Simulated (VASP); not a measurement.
# TaN (C2) in VASP: single point with PBEsol

Aim: the single point of TaN with PBEsol.

Program: VASP 6.6.1. These are calculated values, not measurements. Logs are shortened: lines on timing, memory, paths and dates and some standing lists are left out, and cuts for length are marked.

**1. The cell of the first run**

It takes space group C2 (No. 5, monoclinic). The conventional cell has a = 2.925 Å, b = 5.064 Å, c = 2.872 Å, α = 90.00°, β = 93.58°, γ = 90.00°. Within 2.9 Å of Ta (site symmetry 2) lie 6 N at 2.16 to 2.28 Å and 2 Ta at 2.87 Å. N (site symmetry 2) has 6 Ta at 2.16 to 2.28 Å and 2 N at 2.87 Å within 2.9 Å.

**2. Single point, PBEsol (strain +0.0625 x Voigt [0, 0, 0, 0, 1, 0])**

Input file INCAR:

```
PREC = Accurate
ENCUT = 520
EDIFF = 1E-6
ISMEAR = 0
SIGMA = 0.15
LREAL = F
LASPH = T
NELM = 100
ALGO = Normal
ISIF = 2
LWAVE = F
LCHARG = F
GGA = PS
NBANDS = 15
```

Input file KPOINTS:

```
Automatic mesh
0
Gamma
  24 24 20
```

Input file POSCAR:

```
TaN
1.0
    2.9239890447      0.0000000000      0.0913746576
   -1.4619945224      2.5322487931     -0.0456873288
    0.0897102388      0.0000000000      2.8707276427
Ta N
1 1
Direct
    0.3333333333      0.6666666667      0.5000000000
    0.0000000000      0.0000000000      0.0000000000
```

Potentials or basis: VASP PAW PBE potentials, release 64 (Ta_pv, N).

Command:

```
> cat potpaw_PBE.64/Ta_pv/POTCAR potpaw_PBE.64/N/POTCAR > POTCAR
> mpirun -np 1 vasp_std > vasp.out
```

OUTCAR:

```text
PREC = Accurate
   ENCUT = 520
   EDIFF = 1E-6
   ISMEAR = 0
   LREAL = F
   LASPH = T
   NELM = 100
   ISIF = 2
   GGA = PS

 ion  position               nearest neighbor table
   1  0.333  0.667  0.500-   2 2.16   2 2.16   2 2.22   2 2.22   2 2.28   2 2.28
   2  0.000  0.000  0.000-   1 2.16   1 2.16   1 2.22   1 2.22   1 2.28   1 2.28

  LATTYP: Found a base centered monoclinic cell.
 ALAT       =     2.9254164253
 B/A-ratio  =     1.7312056986
 C/A-ratio  =     0.9817846780
 COS(beta)  =    -0.0624390244

  Lattice vectors:

 A1 = (  -1.4619945224,   2.5322487931,  -0.0456873288)
 A2 = (  -1.4619945223,  -2.5322487931,  -0.0456873288)
 A3 = (   0.0897102388,   0.0000000000,   2.8707276427)

Analysis of symmetry for initial positions (statically):
=====================================================================
 Subroutine PRICEL returns:
 Original cell was already a primitive cell.

 Routine SETGRP: Setting up the symmetry group for a
 base centered monoclinic supercell.

 Subroutine GETGRP returns: Found  2 space group operations
 (whereof  2 operations were pure point group operations)
 out of a pool of  4 trial point group operations.

The static configuration has the point symmetry C_2 .

Analysis of symmetry for dynamics (positions and initial velocities):
=====================================================================
 Subroutine PRICEL returns:
 Original cell was already a primitive cell.

 Routine SETGRP: Setting up the symmetry group for a
 base centered monoclinic supercell.

 Subroutine GETGRP returns: Found  2 space group operations
 (whereof  2 operations were pure point group operations)
 out of a pool of  4 trial point group operations.

The dynamic configuration has the point symmetry C_2 .

 Subroutine INISYM returns: Found  2 space group operations
 (whereof  2 operations are pure point group operations),
 and found     1 'primitive' translations

----------------------------------------------------------------------------------------

                                     Primitive cell

  volume of cell :      21.2349

  direct lattice vectors                    reciprocal lattice vectors
     2.923989045  0.000000000  0.091374658     0.342332855  0.197452952 -0.010697902
    -1.461994522  2.532248793 -0.045687329     0.000000000  0.394905904  0.000000000
     0.089710239  0.000000000  2.870727643    -0.010896383 -0.000000000  0.348684251

  length of vectors
     2.925416425  2.924345955  2.872129023     0.395340229  0.394905904  0.348854465

  position of ions in fractional coordinates (direct lattice)
     0.333333333  0.666666667  0.500000000
     0.000000000  0.000000000  0.000000000

  ion indices of the primitive-cell ions
   primitive index   ion index
                 1           1
                 2           2

----------------------------------------------------------------------------------------

 KPOINTS: Automatic mesh

Automatic generation of k-mesh.
 Grid dimensions read from file:
 generate k-points for:   24   24   20

 Generating k-lattice:

  Cartesian coordinates                     Fractional coordinates (reciprocal lattice)
     0.014263869  0.008227206 -0.000445746     0.041666667 -0.000000000 -0.000000000
     0.000000000  0.016454413  0.000000000     0.000000000  0.041666667  0.000000000
    -0.000544819 -0.000000000  0.017434213     0.000000000 -0.000000000  0.050000000

  Length of vectors
     0.016472510  0.016454413  0.017442723

  Shift w.r.t. Gamma in fractional coordinates (k-lattice)
     0.000000000  0.000000000  0.000000000

 Subroutine IBZKPT returns following result:
 ===========================================

 Found   3014 irreducible k-points:

 Following reciprocal coordinates:
            Coordinates               Weight
  0.000000  0.000000  0.000000      1.000000
  0.041667  0.000000  0.000000      4.000000
  0.083333 -0.000000  0.000000      4.000000
  0.125000 -0.000000  0.000000      4.000000
  0.166667  0.000000 -0.000000      4.000000
  0.208333  0.000000 -0.000000      4.000000
[... 16 lines left out ...]
  0.375000  0.041667 -0.000000      4.000000
  0.416667  0.041667  0.000000      4.000000
 [... further k-points ...]
   k-points           NKPTS =   3014   k-points in BZ     NKDIM =   3014   number of bands    NBANDS=     15
   number of dos      NEDOS =    301   number of ions     NIONS =      2
   total plane-waves  NPLWV =  13824
   dimension x,y,z NGX =    24 NGY =   24 NGZ =   24
   dimension x,y,z NGXF=    48 NGYF=   48 NGZF=   48
   ions per type =               1   1
   NGX,Y,Z   is equivalent  to a cutoff of  13.64, 13.64, 13.89 a.u.
   NGXF,Y,Z  is equivalent  to a cutoff of  27.28, 27.29, 27.78 a.u.
 SYSTEM =  unknown system
   PREC   = accura    normal or accurate (medium, high low for compatibility)
   ISTART =      0    job   : 0-new  1-cont  2-samecut
   ICHARG =      2    charge: 1-file 2-atom 10-const
   ISPIN  =      1    spin polarized calculation?
   LNONCOLLINEAR =      F non collinear calculations
   LSORBIT =      F    spin-orbit coupling
   LASPH  =      T    aspherical Exc in radial PAW
   ENCUT  =  520.0 eV  38.22 Ry    6.18 a.u.   5.44  5.44  5.34*2*pi/ulx,y,z
   NELM   =    100;   NELMIN=  2; NELMDL= -5     # of ELM steps
   EDIFF  = 0.1E-05   stopping-criterion for ELM
   LREAL  =      F    real-space projection
   EDIFFG = 0.1E-04   stopping-criterion for IOM
   NSW    =      0    number of steps for IOM
   IBRION =     -1    ionic relax: 0-MD 1-quasi-New 2-CG
   NFREE  =      0    steps in history (QN), initial steepest desc. (CG)
   ISIF   =      2    stress and relaxation
   ISYM   =      2    0-nonsym 1-usesym 2-fastsym
   POTIM  = 0.5000    time-step for ionic-motion
   TEBEG  =    0.0;   TEEND  =   0.0 temperature during run
   PSTRESS=    0.0 pullay stress
   NELECT =      16.0000    total number of electrons
   NUPDOWN=      -1.0000    fix difference up-down
   EMIN   =  10.00;   EMAX   =-10.00  energy-range for DOS
   EFERMI =   0.00;   METHOD = LEGACY
   ISMEAR =     0;   SIGMA  =   0.15  broadening in eV -4-tet -1-fermi 0-gaus
   EFERMI_NEDOS =   21; number of points for ismear=-14 and -15
   IALGO  =     38    algorithm
   IMIX   =      4    mixing-type and parameters
     AMIX     =   0.40;   BMIX     =  1.00
     AMIX_MAG =   1.60;   BMIX_MAG =  1.00
  volume/ion in A,a.u.               =      10.62        71.65
  Fermi-wavevector in a.u.,A,eV,Ry     =   1.489698  2.815121 30.194050  2.219200
  Thomas-Fermi vector in A             =   2.602574
   LORBIT       =      0    0 simple, 1 ext, 2 COOP (PROOUT), +10 PAW based schemes
   GGA     = PS    functional components
   LHFCALC =     F    Hartree Fock is set to
   AEXX    =    0.0000 exact exchange contribution
   IVDW    =     0    specifies the selected vdW correction
   LEPSILON=     F    determine dielectric tensor
   LRPA    =     F    only Hartree local field effects (RPA)
 non-spin polarized calculation
 Gauss-broadening in eV      SIGMA  =   0.15
  energy-cutoff  :      520.00
  volume of cell :       21.23
 maximum number of plane-waves:       595
 NGX is ok and might be reduce to    24
   NGX = 11   NGY = 11   NGZ = 11

 number of electron      16.0000000 magnetization

 Free energy of the ion-electron system (eV)
  ---------------------------------------------------
  ext. energy  EPLUGINS =         0.00000000
  ---------------------------------------------------
  free energy    TOTEN  =       -23.73877420 eV

  energy without entropy =      -23.73792778  energy(sigma->0) =      -23.73835099

 E-fermi :   8.2207     XC(G=0): -13.5837

 val. band max:        8.2185494847   @ k =  -0.0000   0.0417   0.3000
 cond. band min:       8.2232941450   @ k =  -0.0417   0.0000   0.3000
 fundamental gap:      0.0047446602
 Fermi energy:         8.2207186145

 k-point     1 :       0.0000    0.0000    0.0000
  band No.  band energies     occupation
      1     -26.4859      2.00000
      2     -26.2124      2.00000
      3     -26.2099      2.00000
      4      -9.6014      2.00000
      5       3.5895      2.00000
      6       3.6013      2.00000
      7       3.9849      2.00000
      8       5.3353      2.00000
      9      10.3652      0.00000
     10      11.5967      0.00000
     11      11.6641      0.00000
     12      12.6796      0.00000
     13      12.7572      0.00000
     14      21.4233      0.00000
     15      21.7785      0.00000

 k-point     2 :       0.0417    0.0000    0.0000
  band No.  band energies     occupation
      1     -26.4834      2.00000
      2     -26.2323      2.00000
      3     -26.2148      2.00000
      4      -9.5632      2.00000
      5       3.4718      2.00000
      6       3.6269      2.00000
      7       4.0397      2.00000
      8       5.2826      2.00000
      9      10.4965      0.00000
     10      11.5478      0.00000
     11      11.6785      0.00000
     12      12.6532      0.00000
     13      12.7831      0.00000
     14      21.4183      0.00000
     15      21.7735      0.00000

 k-point     3 :       0.0833   -0.0000    0.0000
  band No.  band energies     occupation
      1     -26.4760      2.00000
      2     -26.2917      2.00000
      3     -26.2275      2.00000
      4      -9.4510      2.00000
      5       3.1638      2.00000
      6       3.7086      2.00000
      7       4.1718      2.00000
      8       5.1398      2.00000
      9      10.8387      0.00000
     10      11.3932      0.00000
     11      11.7311      0.00000
     12      12.5857      0.00000
     13      12.8770      0.00000
     14      21.4025      0.00000
     15      21.7608      0.00000
[... 343 lines left out ...]
 k-point    23 :       0.3750    0.0417   -0.0000
  band No.  band energies     occupation
      1     -27.1972      2.00000
      2     -26.4440      2.00000
      3     -26.3517      2.00000
      4      -7.4661      2.00000
      5       0.1475      2.00000
      6       3.1089      2.00000
      7       4.6138      2.00000
      8       5.3169      2.00000
      9      11.0686      0.00000
     10      11.5530      0.00000
     11      13.1911      0.00000
     12      13.7779      0.00000
     13      15.4485      0.00000
     14      21.2229      0.00000
     15      21.7428      0.00000

 k-point    24 :       0.4167    0.0417    0.0000
  band No.  band energies     occupation
      1     -27.2621      2.00000
      2     -26.4603      2.00000
      3     -26.3420      2.00000
      4      -7.2957      2.00000
      5      -0.0202      2.00000
      6       2.9935      2.00000
      7       4.5558      2.00000
      8       5.3101      2.00000
      9      11.0599      0.00000
     10      12.0080      0.00000
     11      13.3385      0.00000
     12      13.7546      0.00000
     13      15.8429      0.00000
     14      20.4478      0.00000
     15      21.7072      0.00000

 [... further k-points ...]

------------------------ aborting loop because EDIFF is reached ----------------------------------------

  FORCE on cell =-STRESS in cart. coord.  units (eV):
  Direction    XX          YY          ZZ          XY          YZ          ZX
  --------------------------------------------------------------------------------------
  -------------------------------------------------------------------------------------
  Total        0.4066099      0.1931651      0.3956999     -0.0000000      0.0000000     -2.1348922
  in kB       30.6788248     14.5743599     29.8556621     -0.0000000      0.0000000   -161.0781967
  external PRESSURE =      25.0362823 kB  Pullay stress =       0.0000000 kB

 VOLUME and BASIS-vectors are now :
 -----------------------------------------------------------------------------
  energy-cutoff  :      520.00
  volume of cell :       21.23
      direct lattice vectors                 reciprocal lattice vectors
     2.923989045  0.000000000  0.091374658     0.342332855  0.197452952 -0.010697902
    -1.461994522  2.532248793 -0.045687329     0.000000000  0.394905904  0.000000000
     0.089710239  0.000000000  2.870727643    -0.010896383 -0.000000000  0.348684251

 POSITION                                       TOTAL-FORCE (eV/Angst)
 -----------------------------------------------------------------------------------
      0.04486      1.68817      1.43536         0.000000     -0.102517      0.000000
      0.00000      0.00000      0.00000        -0.000000      0.102517     -0.000000
 -----------------------------------------------------------------------------------
    total drift:                                0.000000     -0.000017      0.000000

  FREE ENERGIE OF THE ION-ELECTRON SYSTEM (eV)
  ---------------------------------------------------
  free  energy   TOTEN  =       -23.7387741980 eV

  energy  without entropy=      -23.7379277781  energy(sigma->0) =      -23.73835099
```

It took 17 min on 1 thread of Oxide Virtual Turin-like, shared host; peak memory 0.96 GiB.

What came out:

```
Free energy            : -23.7388 eV
Pressure               : 2.5 GPa
Largest force          : 0.103 eV/Å
Band gap on the k mesh : zero (band 8 reaches 8.61 eV, above the bottom of band 9 at 8.15 eV)
```

Forces in eV/Å, atoms in the order of the input:
```
Ta   0.000 -0.103  0.000
N    0.000  0.103  0.000
```

Caveat: the cell differs from its parent crystal (strain +0.0625 x Voigt [0, 0, 0, 0, 1, 0]); the PAW data sets were made with another functional, which shifts forces and pressure a little; spin-orbit coupling is left out, which moves the levels of the heavy elements.
